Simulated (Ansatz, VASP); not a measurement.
**Two plane-wave programs on CaO**

The input POSCAR:

```
CaO
1.0
    0.0000000000      2.3975473901      2.3975473901
    2.3975473901      0.0000000000      2.3975473901
    2.3975473901      2.3975473901      0.0000000000
Ca O
1 1
Direct
    0.0000000000      0.0000000000      0.0000000000
    0.5000000000      0.5000000000      0.5000000000
```

File INCAR.step1:

```
  PREC = Accurate
  ENCUT = 520
  EDIFF = 1E-5
  ISMEAR = 0
  SIGMA = 0.01
  LREAL = False
  LASPH = True
  NELM = 60
  ALGO = Normal
  ISIF = 2
  LWAVE = True
  LCHARG = False
  GGA = PE
  NBANDS = 15
```

Contents of INCAR.step2:

```
  PREC = Accurate
  ENCUT = 520
  EDIFF = 1E-6
  ISMEAR = 0
  SIGMA = 0.01
  LREAL = False
  LASPH = True
  NELM = 60
  ALGO = Normal
  ISIF = 2
  LWAVE = False
  LCHARG = False
  GGA = PE
  LHFCALC = True
  AEXX = 0.4
  HFSCREEN = 0.1
  PRECFOCK = Normal
  ISTART = 1
  NBANDS = 15
```

KPOINTS

```
regular mesh
0
Gamma
  4 4 4
```

Input for Ansatz:

```yaml
crystal:
  lattice:
    - [0.0, 2.3975473901, 2.3975473901]
    - [2.3975473901, 0.0, 2.3975473901]
    - [2.3975473901, 2.3975473901, 0.0]
  atoms:
    - { symbol: Ca, position: [0.0, 0.0, 0.0] }
    - { symbol: O, position: [0.5, 0.5, 0.5] }
kpoints:
  mp_grid: { grid: [4, 4, 4] }
hamiltonian:
  xc: { exchange: pbe, correlation: pbe, exx: { coeff: 0.4, omega: 0.1 } }
scf:
  occupations: { method: fixed }
  n_extra_bands: 4
output:
  forces: true
  stress: true
  eigenvalues: true
```

Alike in both runs: task single point; functional PBE-based screened hybrid; k mesh 4 × 4 × 4; no spin polarisation.

|  | VASP | Ansatz |
| --- | --- | --- |
| version | VASP 6.6.1 | Ansatz 0.2.0 |
| potentials or method | VASP PAW PBE potentials, release 64 (Ca_sv, O) | plane waves |
| plane-wave cutoff (eV) | 520 | 420 |
| occupations | gaussian, width 0.01 eV | fixed |
| valence electrons in the cell | 16 | 16 |

```csv
,VASP,Ansatz,Ansatz less VASP
gap on the k mesh at the Fermi level (eV),6.96,6.95,-0.015
pressure (GPa),-0.6,-1.2,-0.60
```

VASP's potentials were made for PBE, not for PBE-based screened hybrid. Ansatz's warnings: stress exchange threshold loose, stress scf threshold loose.

The k mesh is coarse, so the values compare programs but aren't converged.
